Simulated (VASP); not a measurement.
Set up this calculation in VASP 6.6.1, as the native input.

```
Task                   : single point
Functional             : PBEsol
Potentials or basis    : VASP PAW PBE potentials, release 64 (B, N)
Cutoff                 : 520 eV
k mesh                 : 12 × 12 × 12
Occupations            : gaussian, width 0.02 eV
Spin                   : no spin polarisation
Dipole correction      : no
Further INCAR settings : ALGO = Normal; EDIFF = 1e-07; NBANDS = 11
```

The structure of BN lies in POSCAR:

```
BN
1.0
    0.0000000000      1.8028545064      1.8028545064
    1.8028545064      0.0000000000      1.8028545064
    1.8028545064      1.8028545064      0.0000000000
B N
1 1
Direct
    0.0000000000      0.0000000000      0.0000000000
    0.7500000000      0.7500000000      0.7500000000
```

The input as run:

INCAR

```
SYSTEM = BN
PREC = Accurate
ENCUT = 520
EDIFF = 1E-7
ISMEAR = 0
SIGMA = 0.02
LREAL = .FALSE.
LASPH = .TRUE.
NELM = 60
ALGO = Normal
ISIF = 2
LWAVE = .FALSE.
LCHARG = .TRUE.
GGA = PS
LELF = .TRUE.
LVHAR = .TRUE.
NBANDS = 11
```

KPOINTS

```
Automatic mesh
0
G
  12 12 12
  0 0 0
```

Potentials or basis: VASP PAW PBE potentials, release 64 (B, N).

Run with:

```bash
$ cat potpaw_PBE.64/B/POTCAR potpaw_PBE.64/N/POTCAR > POTCAR
$ mpirun -np 1 vasp_std > vasp.out
```

It gave:

The pressure is 0.6 GPa. The band gap on the k mesh is 4.28 eV, indirect (least direct gap 8.80 eV).

Caveat: the PAW data sets were made with another functional, which shifts forces and pressure a little.

Run time: 6.4 s on 1 thread of Intel Xeon 6975P-C (shared host), peak memory 0.12 GiB.
